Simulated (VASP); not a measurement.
# SnO (P4/nmm) in VASP: further runs, part 2 of 2

VASP 6.6.1.

### 5 Single point, LDA

File INCAR:

```
PREC = Accurate ; ENCUT = 520
EDIFF = 1E-6 ; ISMEAR = 0
SIGMA = 0.01 ; LREAL = False
LASPH = True ; NELM = 60
ALGO = Normal ; ISIF = 2
LWAVE = False ; LCHARG = False
GGA = CA ; NBANDS = 28
```

File KPOINTS:

```
Automatic mesh
0
Gamma
  6 6 4
```

File POSCAR:

```
SnO
1.0
    3.7986000000      0.0000000000      0.0000000000
    0.0000000000      3.7986000000      0.0000000000
    0.0000000000      0.0000000000      4.8408000000
Sn O
2 2
Direct
    0.5000000000      0.0000000000      0.2369000000
    0.0000000000      0.5000000000      0.7631000000
    0.0000000000      0.0000000000      0.0000000000
    0.5000000000      0.5000000000      0.0000000000
```

Potentials or basis: VASP PAW LDA potentials, release 64 (Sn_d, O).

The run is started by

```sh
cat potpaw_LDA.64/Sn_d/POTCAR potpaw_LDA.64/O/POTCAR > POTCAR
mpirun -np 1 vasp_std > vasp.out
```

OUTCAR:

```text
PREC = Accurate
   ENCUT = 520
   EDIFF = 1E-6
   ISMEAR = 0
   LREAL = False
   LASPH = True
   NELM = 60
   ISIF = 2
   GGA = CA

 ion  position               nearest neighbor table
   1  0.500  0.000  0.237-   3 2.22   4 2.22   4 2.22   3 2.22   2 3.53   2 3.53   2 3.53   2 3.53
                             2 3.70   2 3.70   2 3.70   2 3.70
   2  0.000  0.500  0.763-   3 2.22   4 2.22   3 2.22   4 2.22   1 3.53   1 3.53   1 3.53   1 3.53
                             1 3.70   1 3.70   1 3.70   1 3.70
   3  0.000  0.000  0.000-   1 2.22   2 2.22   2 2.22   1 2.22
   4  0.500  0.500  0.000-   1 2.22   2 2.22   1 2.22   2 2.22

  LATTYP: Found a simple tetragonal cell.
 ALAT       =     3.7986000000
 C/A-ratio  =     1.2743642395

  Lattice vectors:

 A1 = (   3.7986000000,   0.0000000000,   0.0000000000)
 A2 = (   0.0000000000,   3.7986000000,   0.0000000000)
 A3 = (   0.0000000000,   0.0000000000,   4.8408000000)

Analysis of symmetry for initial positions (statically):
=====================================================================
 Subroutine PRICEL returns:
 Original cell was already a primitive cell.

 Routine SETGRP: Setting up the symmetry group for a
 simple tetragonal supercell.

 Subroutine GETGRP returns: Found 16 space group operations
 (whereof  8 operations were pure point group operations)
 out of a pool of 16 trial point group operations.

The static configuration has the point symmetry D_2d.
 The point group associated with its full space group is D_4h.

Analysis of symmetry for dynamics (positions and initial velocities):
=====================================================================
 Subroutine PRICEL returns:
 Original cell was already a primitive cell.

 Routine SETGRP: Setting up the symmetry group for a
[... 125 lines left out ...]
   EFERMI =   0.00;   METHOD = LEGACY
   ISMEAR =     0;   SIGMA  =   0.01  broadening in eV -4-tet -1-fermi 0-gaus
   EFERMI_NEDOS =   21; number of points for ismear=-14 and -15
   IALGO  =     38    algorithm
   IMIX   =      4    mixing-type and parameters
     AMIX     =   0.40;   BMIX     =  1.00
     AMIX_MAG =   1.60;   BMIX_MAG =  1.00
  volume/ion in A,a.u.               =      17.46       117.84
  Fermi-wavevector in a.u.,A,eV,Ry     =   1.359482  2.569048 25.146163  1.848191
  Thomas-Fermi vector in A             =   2.486226
   LORBIT       =      0    0 simple, 1 ext, 2 COOP (PROOUT), +10 PAW based schemes
   GGA     = CA    functional components
   LHFCALC =     F    Hartree Fock is set to
   AEXX    =    0.0000 exact exchange contribution
   IVDW    =     0    specifies the selected vdW correction
   LEPSILON=     F    determine dielectric tensor
   LRPA    =     F    only Hartree local field effects (RPA)
 non-spin polarized calculation
 Gauss-broadening in eV      SIGMA  =   0.01
  energy-cutoff  :      520.00
  volume of cell :       69.85
 maximum number of plane-waves:      1902
   NGX = 15   NGY = 15   NGZ = 19

 number of electron      39.9999994 magnetization

 Free energy of the ion-electron system (eV)
  ---------------------------------------------------
  ext. energy  EPLUGINS =         0.00000000
  ---------------------------------------------------
  free energy    TOTEN  =       -25.71098089 eV

  energy without entropy =      -25.71098089  energy(sigma->0) =      -25.71098089

 E-fermi :   6.9203     XC(G=0): -10.6768

 val. band max:        6.8619886913   @ k =   0.0000   0.0000   0.0000
 cond. band min:       6.9909181734   @ k =   0.5000   0.5000   0.0000
 fundamental gap:      0.1289294821
 Fermi energy:         6.9202669969

 k-point     1 :       0.0000    0.0000    0.0000
  band No.  band energies     occupation
      1     -14.9962      2.00000
      2     -14.5586      2.00000
      3     -14.5586      2.00000
      4     -14.5530      2.00000
      5     -14.5010      2.00000
      6     -14.4996      2.00000
[... 733 lines left out ...]
     27      15.8183      0.00000
     28      15.8183      0.00000

 [... further k-points ...]

------------------------ aborting loop because EDIFF is reached ----------------------------------------

  FORCE on cell =-STRESS in cart. coord.  units (eV):
  Direction    XX          YY          ZZ          XY          YZ          ZX
  --------------------------------------------------------------------------------------
  -------------------------------------------------------------------------------------
  Total       -0.8733902     -0.8733902     -0.7582753      0.0000000      0.0000000      0.0000000
  in kB      -20.0333987    -20.0333987    -17.3929492      0.0000000      0.0000000      0.0000000
  external PRESSURE =     -19.1532489 kB  Pullay stress =       0.0000000 kB

 VOLUME and BASIS-vectors are now :
 -----------------------------------------------------------------------------
  energy-cutoff  :      520.00
  volume of cell :       69.85
      direct lattice vectors                 reciprocal lattice vectors
     3.798600000  0.000000000  0.000000000     0.263254883  0.000000000  0.000000000
     0.000000000  3.798600000  0.000000000     0.000000000  0.263254883  0.000000000
     0.000000000  0.000000000  4.840800000     0.000000000  0.000000000  0.206577425

 POSITION                                       TOTAL-FORCE (eV/Angst)
 -----------------------------------------------------------------------------------
      1.89930      0.00000      1.14679         0.000000      0.000000     -0.006523
      0.00000      1.89930      3.69401        -0.000000      0.000000      0.006523
      0.00000      0.00000      0.00000         0.000000      0.000000      0.000000
      1.89930      1.89930      0.00000         0.000000     -0.000000      0.000000
 -----------------------------------------------------------------------------------
    total drift:                                0.000000      0.000000      0.000000

  FREE ENERGIE OF THE ION-ELECTRON SYSTEM (eV)
  ---------------------------------------------------
  free  energy   TOTEN  =       -25.7109808882 eV

  energy  without entropy=      -25.7109808882  energy(sigma->0) =      -25.71098089
```

stdout:

```text
POSCAR found type information on POSCAR SnO
 POSCAR found :  2 types and       4 ions
 scaLAPACK will be used
 LDA part: xc-table for (Slater(with rela. corr.)+CA(PZ))
 , standard interpolation
 POSCAR, INCAR and KPOINTS ok, starting setup
 FFT: planning ... GRIDC
 FFT: planning ... GRID_SOFT
 FFT: planning ... GRID
 WAVECAR not read
 entering main loop
```

Wall time 20 s (1 thread of Intel Xeon 6975P-C (Granite Rapids), shared host); peak memory 0.18 GiB.

What came out:

```yaml
Free_energy: -25.7110 eV
Pressure: -1.9 GPa
Largest_force: 0.007 eV/Å
Band_gap_on_the_k_mesh: 0.13 eV (least direct gap 1.98 eV)
```

Forces in eV/Å, atoms in the order of the input:
```
Sn   0.000  0.000 -0.007
Sn   0.000  0.000  0.007
O    0.000  0.000  0.000
O    0.000  0.000  0.000
```

Levels at points of the mesh, in eV from the valence-band top:
```
           k point  band 18  band 19  band 20  band 21  band 22  band 23
(0.00, 0.00, 0.00)    -3.19    -3.19     0.00     2.08     4.21     4.74
(0.50, 0.00, 0.00)    -4.89    -2.67    -2.67     3.17     3.17     5.91
(0.50, 0.50, 0.00)    -2.51    -1.85    -1.85     0.13     0.13     4.42
(0.00, 0.00, 0.50)    -3.20    -3.10    -2.17     1.53     2.96     2.96
(0.50, 0.00, 0.50)    -4.86    -1.70    -1.70     2.58     2.58     5.43
(0.50, 0.50, 0.50)    -2.65    -2.51    -2.51     2.41     2.41     4.00
```

Caveat: spin-orbit coupling is left out, which moves the levels of the heavy elements.

### 6 The runs side by side

```tsv
k mesh	gap on the mesh (eV)	pressure (GPa)	largest force (eV/Å)
2 × 2 × 2	0.08	-2.6	0.30
4 × 4 × 2	0.13	-1.8	0.04
4 × 4 × 4	0.13	-1.9	-
6 × 6 × 4	0.13	-1.9	0.01
```

Alike in all rows: task single point; level LDA; potentials or basis VASP PAW LDA potentials, release 64 (Sn_d, O); no spin polarisation; cell as given; cutoff (eV) 520; smearing gaussian 0.01 eV.

Caveats: some runs use coarse meshes; spin-orbit coupling is left out, which moves the levels of the heavy elements.

Total energies depend on the potentials used, so only differences within one code and one set of settings carry meaning.
